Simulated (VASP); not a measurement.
A run of VASP 6.6.1 is set up as follows.

Contents of INCAR:

```
SYSTEM = C
PREC = Accurate ; ENCUT = 520
EDIFF = 1E-6 ; ISMEAR = 0
SIGMA = 0.05 ; LREAL = .False.
LASPH = .True. ; NELM = 60
ALGO = Normal ; ISIF = 2
LWAVE = .False. ; LCHARG = .True.
GGA = PE ; LELF = .True.
LVHAR = .True. ; NBANDS = 11
```

KPOINTS

```
Automatic mesh
0
Gamma
  12 12 12
  0 0 0
```

File POSCAR:

```
C
1.0
    0.0000000000      2.1162239461      1.6608339830
    1.5804710484      0.0000000000      1.6608339830
    1.5804710484      2.1162239461      0.0000000000
C
2
Direct
    0.5000000000      0.5000000000      0.5000000000
    0.7500000000      0.7500000000      0.7500000000
```

Potentials or basis: VASP PAW PBE potentials, release 64 (C).

Run with:

```sh
$ cat potpaw_PBE.64/C/POTCAR > POTCAR
$ mpirun -np 1 vasp_std > vasp.out
```

Problem. Predict the pressure.

Solution. 15.0 GPa.

Problem. Predict the band gap on the k mesh.

Solution. Zero (band 4 reaches 12.12 eV, above the bottom of band 5 at 12.08 eV).

Stress tensor (GPa, compression positive):
```
 128.98    0.00    0.00
   0.00 -192.54    0.00
   0.00    0.00  108.66
```

Caveat: the cell differs from its parent crystal (strain +e along x and -e along y -0.1500, strain +e along z and -e/2 along x and y -0.0700).
